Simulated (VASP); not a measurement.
# SnO2 (Cm) in VASP: notebook

Runs on SnO2. Level: PBEsol. Tasks: single point.

All numbers are computed with VASP 6.6.1; they aren't measurements. Logs are shortened: lines on timing, memory, paths and dates and some standing lists are left out, and cuts for length are marked.

## 1. The cell of the first run

Symmetry: Cm, No. 8, monoclinic system. The conventional cell has a = 11.003 Å, b = 4.011 Å, c = 4.011 Å, α = 90.00°, β = 111.38°, γ = 90.00°. Within 2.7 Å of Sn (site symmetry m) lie 6 O at 2.06 to 2.08 Å. Within 2.7 Å of Sn (site symmetry m) lie 6 O at 2.06 to 2.10 Å. O (site symmetry m) has 3 Sn at 2.08 to 2.10 Å and 4 O at 2.58 to 2.81 Å within 2.9 Å. O (site symmetry m) has 3 Sn at 2.06 to 2.08 Å and 2 O at 2.58 Å within 2.7 Å. O (site symmetry m) has 3 Sn at 2.06 to 2.08 Å and 2 O at 2.56 Å within 2.7 Å. Within 2.7 Å of O (site symmetry m) lie 3 Sn at 2.06 to 2.08 Å and 2 O at 2.56 Å.

## 2. Single point, PBEsol (atom 3 (O) moved by -0.290 Å along [0 1 0] and -0.000 Å along [0 0 1])

File INCAR:

```
SYSTEM = SnO2
  ALGO = Normal
  EDIFF = 1E-6
  ENCUT = 520
  GGA = PS
  ISIF = 2
  ISMEAR = 0
  LASPH = .TRUE.
  LCHARG = .FALSE.
  LREAL = .FALSE.
  LUSENCCL = .FALSE.
  LWAVE = .FALSE.
  NBANDS = 35
  NELM = 100
  PREC = Accurate
  SIGMA = 0.05
```

File KPOINTS:

```
k-points
0
G
  10 10 10
  0 0 0
```

File POSCAR:

```
SnO2
1.0
   -2.0054999738      2.0054999738      5.1227446880
    2.0054999738     -2.0054999738      5.1227446880
    2.0054999738      2.0054999738     -5.1227446880
Sn O
2 4
Direct
    0.7500000000      0.2500000000      0.5000000000
    0.0000000000      0.0000000000      0.0000000000
    0.7247800487      0.7970812214     -0.0723011727
    0.9529187786      0.4529187786      0.5000000000
    0.2029187786      0.2029187786      0.0000000000
    0.5470812214      0.0470812214      0.5000000000
```

Potentials or basis: VASP PAW PBE potentials, release 64 (Sn_d, O).

Started as:

```console
$ cat potpaw_PBE.64/Sn_d/POTCAR potpaw_PBE.64/O/POTCAR > POTCAR
$ mpirun -np 1 vasp_std > vasp.out
```

OUTCAR:

```text
SYSTEM = SnO2
   EDIFF = 1E-6
   ENCUT = 520
   GGA = PS
   ISIF = 2
   ISMEAR = 0
   LASPH = .TRUE.
   LREAL = .FALSE.
   NELM = 100
   PREC = Accurate

 ion  position               nearest neighbor table
   1  0.750  0.250  0.500-   5 2.06   5 2.06   6 2.08   4 2.08   3 2.08   3 2.08   2 3.25   2 3.25
                             2 3.25   2 3.25
   2  0.000  0.000  0.000-   6 2.06   4 2.06   6 2.06   4 2.06   5 2.08   3 2.10   1 3.25   1 3.25
                             1 3.25   1 3.25
   3  0.725  0.797  0.928-   1 2.08   1 2.08   2 2.10
   4  0.953  0.453  0.500-   2 2.06   2 2.06   1 2.08
   5  0.203  0.203  0.000-   1 2.06   1 2.06   2 2.08
   6  0.547  0.047  0.500-   2 2.06   2 2.06   1 2.08

  LATTYP: Found a body centered tetragonal cell.
 ALAT       =     4.0109999476
 C/A-ratio  =     2.5543479207

  Lattice vectors:

 A1 = (  -2.0054999738,   2.0054999738,   5.1227446880)
 A2 = (   2.0054999738,  -2.0054999738,   5.1227446880)
 A3 = (   2.0054999738,   2.0054999738,  -5.1227446880)

Analysis of symmetry for initial positions (statically):
=====================================================================
 Subroutine PRICEL returns:
 Original cell was already a primitive cell.

 Routine SETGRP: Setting up the symmetry group for a
 body centered tetragonal supercell.

 Subroutine GETGRP returns: Found  2 space group operations
 (whereof  2 operations were pure point group operations)
 out of a pool of 16 trial point group operations.

The static configuration has the point symmetry C_1h.

Analysis of symmetry for dynamics (positions and initial velocities):
=====================================================================
 Subroutine PRICEL returns:
 Original cell was already a primitive cell.

 Routine SETGRP: Setting up the symmetry group for a
 body centered tetragonal supercell.

 Subroutine GETGRP returns: Found  2 space group operations
 (whereof  2 operations were pure point group operations)
 out of a pool of 16 trial point group operations.

The dynamic configuration has the point symmetry C_1h.

 Subroutine INISYM returns: Found  2 space group operations
 (whereof  2 operations are pure point group operations),
 and found     1 'primitive' translations

----------------------------------------------------------------------------------------

                                     Primitive cell

  volume of cell :      82.4153

  direct lattice vectors                    reciprocal lattice vectors
    -2.005499974  2.005499974  5.122744688     0.000000000  0.249314389  0.097603927
     2.005499974 -2.005499974  5.122744688     0.249314389  0.000000000  0.097603927
     2.005499974  2.005499974 -5.122744688     0.249314389  0.249314389  0.000000000

  length of vectors
     5.855473800  5.855473800  5.855473800     0.267739035  0.267739035  0.352583790

  position of ions in fractional coordinates (direct lattice)
     0.750000000  0.250000000  0.500000000
     0.000000000  0.000000000  0.000000000
     0.724780049  0.797081221  0.927698827
     0.952918779  0.452918779  0.500000000
     0.202918779  0.202918779  0.000000000
     0.547081221  0.047081221  0.500000000

  ion indices of the primitive-cell ions
   primitive index   ion index
                 1           1
                 2           2
                 3           3
                 4           4
                 5           5
                 6           6

----------------------------------------------------------------------------------------

 KPOINTS: k-points

Automatic generation of k-mesh.
 Grid dimensions read from file:
 generate k-points for:   10   10   10

 Generating k-lattice:

  Cartesian coordinates                     Fractional coordinates (reciprocal lattice)
     0.000000000  0.024931439  0.009760393     0.100000000  0.000000000  0.000000000
     0.024931439  0.000000000  0.009760393     0.000000000  0.100000000  0.000000000
     0.024931439  0.024931439  0.000000000     0.000000000  0.000000000  0.100000000

  Length of vectors
     0.026773904  0.026773904  0.035258379

  Shift w.r.t. Gamma in fractional coordinates (k-lattice)
     0.000000000  0.000000000  0.000000000

 Subroutine IBZKPT returns following result:
 ===========================================

 Found    282 irreducible k-points:

 Following reciprocal coordinates:
            Coordinates               Weight
  0.000000  0.000000  0.000000      1.000000
  0.100000  0.000000  0.000000      2.000000
  0.000000  0.100000  0.000000      4.000000
  0.000000  0.100000 -0.100000      2.000000
  0.200000  0.000000  0.000000      2.000000
  0.000000  0.200000  0.000000      4.000000
[... 16 lines left out ...]
  0.300000  0.100000  0.000000      4.000000
  0.000000  0.400000 -0.100000      4.000000
 [... further k-points ...]
   k-points           NKPTS =    282   k-points in BZ     NKDIM =    282   number of bands    NBANDS=     35
   number of dos      NEDOS =    301   number of ions     NIONS =      6
   total plane-waves  NPLWV = 110592
   dimension x,y,z NGX =    48 NGY =   48 NGZ =   48
   dimension x,y,z NGXF=    96 NGYF=   96 NGZF=   96
   ions per type =               2   4
   NGX,Y,Z   is equivalent  to a cutoff of  13.63, 13.63, 13.63 a.u.
   NGXF,Y,Z  is equivalent  to a cutoff of  27.26, 27.26, 27.26 a.u.
 SYSTEM =  SnO2
   PREC   = accura    normal or accurate (medium, high low for compatibility)
   ISTART =      0    job   : 0-new  1-cont  2-samecut
   ICHARG =      2    charge: 1-file 2-atom 10-const
   ISPIN  =      1    spin polarized calculation?
   LNONCOLLINEAR =      F non collinear calculations
   LSORBIT =      F    spin-orbit coupling
   LASPH  =      T    aspherical Exc in radial PAW
   ENCUT  =  520.0 eV  38.22 Ry    6.18 a.u.  10.89 10.89 10.89*2*pi/ulx,y,z
   NELM   =    100;   NELMIN=  2; NELMDL= -5     # of ELM steps
   EDIFF  = 0.1E-05   stopping-criterion for ELM
   LREAL  =      F    real-space projection
   EDIFFG = 0.1E-04   stopping-criterion for IOM
   NSW    =      0    number of steps for IOM
   IBRION =     -1    ionic relax: 0-MD 1-quasi-New 2-CG
   NFREE  =      0    steps in history (QN), initial steepest desc. (CG)
   ISIF   =      2    stress and relaxation
   ISYM   =      2    0-nonsym 1-usesym 2-fastsym
   POTIM  = 0.5000    time-step for ionic-motion
   TEBEG  =    0.0;   TEEND  =   0.0 temperature during run
   PSTRESS=    0.0 pullay stress
   NELECT =      52.0000    total number of electrons
   NUPDOWN=      -1.0000    fix difference up-down
   EMIN   =  10.00;   EMAX   =-10.00  energy-range for DOS
   EFERMI =   0.00;   METHOD = LEGACY
   ISMEAR =     0;   SIGMA  =   0.05  broadening in eV -4-tet -1-fermi 0-gaus
   EFERMI_NEDOS =   21; number of points for ismear=-14 and -15
   IALGO  =     38    algorithm
   IMIX   =      4    mixing-type and parameters
     AMIX     =   0.40;   BMIX     =  1.00
     AMIX_MAG =   1.60;   BMIX_MAG =  1.00
  volume/ion in A,a.u.               =      13.74        92.69
  Fermi-wavevector in a.u.,A,eV,Ry     =   1.404128  2.653417 26.824901  1.971575
  Thomas-Fermi vector in A             =   2.526720
   LORBIT       =      0    0 simple, 1 ext, 2 COOP (PROOUT), +10 PAW based schemes
   GGA     = PS    functional components
   LHFCALC =     F    Hartree Fock is set to
   AEXX    =    0.0000 exact exchange contribution
   IVDW    =     0    specifies the selected vdW correction
   LEPSILON=     F    determine dielectric tensor
   LRPA    =     F    only Hartree local field effects (RPA)
 non-spin polarized calculation
 Gauss-broadening in eV      SIGMA  =   0.05
  energy-cutoff  :      520.00
  volume of cell :       82.42
 maximum number of plane-waves:      2260
 NGX is ok and might be reduce to    48
   NGX = 21   NGY = 21   NGZ = 21

 number of electron      52.0000004 magnetization

 Free energy of the ion-electron system (eV)
  ---------------------------------------------------
  ext. energy  EPLUGINS =         0.00000000
  ---------------------------------------------------
  free energy    TOTEN  =       -39.10941538 eV

  energy without entropy =      -39.10941538  energy(sigma->0) =      -39.10941538

 E-fermi :   4.2095     XC(G=0): -10.5349

 val. band max:        3.9612050414   @ k =   0.3000   0.3000   0.2000
 cond. band min:       5.3937752632   @ k =   0.0000   0.0000   0.0000
 fundamental gap:      1.4325702218
 Fermi energy:         4.2094772743

 k-point     1 :       0.0000    0.0000    0.0000
  band No.  band energies     occupation
      1     -16.4453      2.00000
      2     -16.3875      2.00000
      3     -16.2501      2.00000
      4     -15.7338      2.00000
      5     -15.6344      2.00000
      6     -15.6320      2.00000
[... 27 lines left out ...]
     34      15.8081      0.00000
     35      16.1451      0.00000

 k-point     2 :       0.1000    0.0000    0.0000
  band No.  band energies     occupation
      1     -16.4539      2.00000
      2     -16.3410      2.00000
      3     -16.2414      2.00000
      4     -15.7371      2.00000
      5     -15.6339      2.00000
      6     -15.6314      2.00000
[... 27 lines left out ...]
     34      15.6562      0.00000
     35      15.8677      0.00000

 k-point     3 :       0.0000    0.1000    0.0000
  band No.  band energies     occupation
      1     -16.4567      2.00000
      2     -16.3492      2.00000
      3     -16.2339      2.00000
      4     -15.7381      2.00000
      5     -15.6380      2.00000
      6     -15.6286      2.00000
[... 27 lines left out ...]
     34      15.5394      0.00000
     35      16.0548      0.00000
[... 723 lines left out ...]
 k-point    23 :       0.3000    0.1000    0.0000
  band No.  band energies     occupation
      1     -16.4464      2.00000
      2     -16.2131      2.00000
      3     -16.0681      2.00000
      4     -15.7191      2.00000
      5     -15.6521      2.00000
      6     -15.6074      2.00000
[... 27 lines left out ...]
     34      15.3115      0.00000
     35      15.7811      0.00000

 k-point    24 :       0.0000    0.4000   -0.1000
  band No.  band energies     occupation
      1     -16.4558      2.00000
      2     -16.2465      2.00000
      3     -16.0427      2.00000
      4     -15.7281      2.00000
      5     -15.6648      2.00000
      6     -15.6137      2.00000
[... 27 lines left out ...]
     34      15.2924      0.00000
     35      15.7001      0.00000

 [... further k-points ...]
[... 5 lines left out ...]
  --------------------------------------------------------------------------------------
  -------------------------------------------------------------------------------------
  Total       -0.1825497      0.1405262      0.2012308      0.0000000      0.3168060      0.0000000
  in kB       -3.5488168      2.7318696      3.9119841      0.0000000      6.1587980      0.0000000
  external PRESSURE =       1.0316790 kB  Pullay stress =       0.0000000 kB

 VOLUME and BASIS-vectors are now :
 -----------------------------------------------------------------------------
  energy-cutoff  :      520.00
  volume of cell :       82.42
      direct lattice vectors                 reciprocal lattice vectors
    -2.005499974  2.005499974  5.122744688     0.000000000  0.249314389  0.097603927
     2.005499974 -2.005499974  5.122744688     0.249314389  0.000000000  0.097603927
     2.005499974  2.005499974 -5.122744688     0.249314389  0.249314389  0.000000000

 POSITION                                       TOTAL-FORCE (eV/Angst)
 -----------------------------------------------------------------------------------
      0.00000      2.00550      2.56137        -0.000000     -0.169506      0.081444
      0.00000      0.00000      0.00000        -0.000000     -0.183332     -0.116152
      2.00550      1.71550      3.04374        -0.000000      0.819570      0.080391
      0.00000      2.00550      4.64037         0.000000      0.226463     -0.012828
      0.00000      0.00000      2.07900         0.000000     -0.581218     -0.038223
      0.00000      2.00550      0.48237        -0.000000     -0.111977      0.005368
 -----------------------------------------------------------------------------------
    total drift:                                0.000000     -0.000530      0.000094

  FREE ENERGIE OF THE ION-ELECTRON SYSTEM (eV)
  ---------------------------------------------------
  free  energy   TOTEN  =       -39.1094153842 eV

  energy  without entropy=      -39.1094153842  energy(sigma->0) =      -39.10941538
```

It took 15 min on 1 × NVIDIA H100 80GB with 1 thread of AMD EPYC 7R13 (Zen 3), shared host; peak memory 1.8 GiB.

Results:

| Quantity | Value |
| --- | --- |
| Free energy | -39.1094 eV |
| Pressure | 0.1 GPa |
| Largest force | 0.824 eV/Å |
| Band gap on the k mesh | 1.43 eV (least direct gap 1.87 eV) |

Forces in eV/Å, atoms in the order of the input:
```
Sn   0.000 -0.170  0.081
Sn   0.000 -0.183 -0.116
O    0.000  0.820  0.080
O    0.000  0.226 -0.013
O    0.000 -0.581 -0.038
O    0.000 -0.112  0.005
```

Levels at points of the mesh, in eV from the valence-band top:
```csv
k point,band 22,band 23,band 24,band 25,band 26,band 27,band 28,band 29,band 30,band 31
"(0.00, 0.00, 0.00)",-1.12,-0.72,-0.71,-0.44,-0.44,1.43,5.31,9.05,9.44,9.63
"(0.50, 0.00, 0.00)",-1.08,-0.92,-0.80,-0.69,-0.41,4.72,5.82,7.72,8.18,9.75
"(0.00, 0.50, 0.00)",-1.20,-1.02,-0.88,-0.54,-0.33,4.66,5.92,7.54,8.22,9.51
"(0.00, 0.50, 0.50)",-1.22,-0.87,-0.77,-0.62,-0.49,4.70,5.98,7.58,8.69,9.70
"(0.50, 0.50, 0.00)",-1.01,-0.82,-0.77,-0.16,-0.03,6.48,6.94,7.50,7.66,8.42
"(0.50, 0.50, 0.50)",-2.63,-1.07,-1.07,-0.40,-0.34,4.00,4.11,7.35,7.47,11.29
```

Caveat: the cell differs from its parent crystal (atom 3 (O) moved by -0.290 Å along [0 1 0] and -0.000 Å along [0 0 1]); the PAW data sets were made with another functional, which shifts forces and pressure a little; spin-orbit coupling is left out, which moves the levels of the heavy elements. A k mesh can miss the band edges.

## 3. Single point, PBEsol (atom 3 (O) moved by -0.870 Å along [0 1 0] and +0.580 Å along [0 0 1])

File INCAR:

```
SYSTEM = SnO2
  PREC = Accurate
  ENCUT = 520
  EDIFF = 1E-7
  ISMEAR = 0
  SIGMA = 0.05
  LREAL = .False.
  LASPH = .True.
  NELM = 100
  ALGO = Normal
  ISIF = 2
  LWAVE = .False.
  LCHARG = .False.
  GGA = PS
  NBANDS = 35
  LUSENCCL = .False.
```

File KPOINTS:

```
Automatic mesh
0
Gamma
  10 10 10
  0 0 0
```

POSCAR, as its differences from that of step 2:

```diff
@@ -10,3 +10,3 @@
     0.0000000000      0.0000000000      0.0000000000
-    0.7247800487      0.7970812214     -0.0723011727
+    0.6367879811      0.8536914992     -0.2169035182
     0.9529187786      0.4529187786      0.5000000000
```

Potentials or basis: VASP PAW PBE potentials, release 64 (Sn_d, O).

Started as:

```console
$ cat potpaw_PBE.64/Sn_d/POTCAR potpaw_PBE.64/O/POTCAR > POTCAR
$ mpirun -np 1 vasp_std > vasp.out
```

Wall time 17 min (1 × NVIDIA H100 80GB with 1 thread of AMD EPYC 7R13 (Zen 3), shared host); peak memory 1.8 GiB.

It converged, with:

* Free energy: -35.8079 eV
* Pressure: 12.7 GPa
* Largest force: 11.457 eV/Å
* Band gap on the k mesh: 0.46 eV (least direct gap 0.97 eV)

Forces in eV/Å, atoms in the order of the input:
```
Sn    0.000  -1.573   1.771
Sn    0.000   4.172   6.950
O     0.000  -1.787 -11.317
O     0.000   1.351   0.322
O     0.000  -0.989  -0.060
O     0.000  -1.175   2.334
```

Stress tensor (GPa, compression positive):
```
 4.89  0.00  0.00
 0.00  8.56 15.38
 0.00 15.38 24.78
```

Levels at points of the mesh, in eV from the valence-band top:
```tsv
k point	band 23	band 24	band 25	band 26	band 27	band 28	band 29	band 30
(0.00, 0.00, 0.00)	-1.20	-1.05	-0.54	-0.51	0.46	4.64	6.85	7.43
(0.50, 0.00, 0.00)	-1.49	-1.06	-0.86	-0.61	3.19	5.72	5.91	6.94
(0.00, 0.50, 0.00)	-1.46	-1.12	-0.41	-0.15	2.43	4.51	5.38	7.42
(0.00, 0.50, 0.50)	-1.64	-1.24	-0.63	-0.62	3.59	5.53	5.81	6.59
(0.50, 0.50, 0.00)	-1.05	-0.89	-0.47	-0.20	3.90	4.12	6.67	7.41
(0.50, 0.50, 0.50)	-1.42	-1.34	-1.10	-0.69	2.85	4.33	6.51	6.57
```

Caveat: the cell differs from its parent crystal (atom 3 (O) moved by -0.870 Å along [0 1 0] and +0.580 Å along [0 0 1]); the stress differs along the axes, from 5 to 25 GPa; semilocal functionals underestimate gaps, and a narrow one can read as zero; the PAW data sets were made with another functional, which shifts forces and pressure a little; spin-orbit coupling is left out, which moves the levels of the heavy elements.
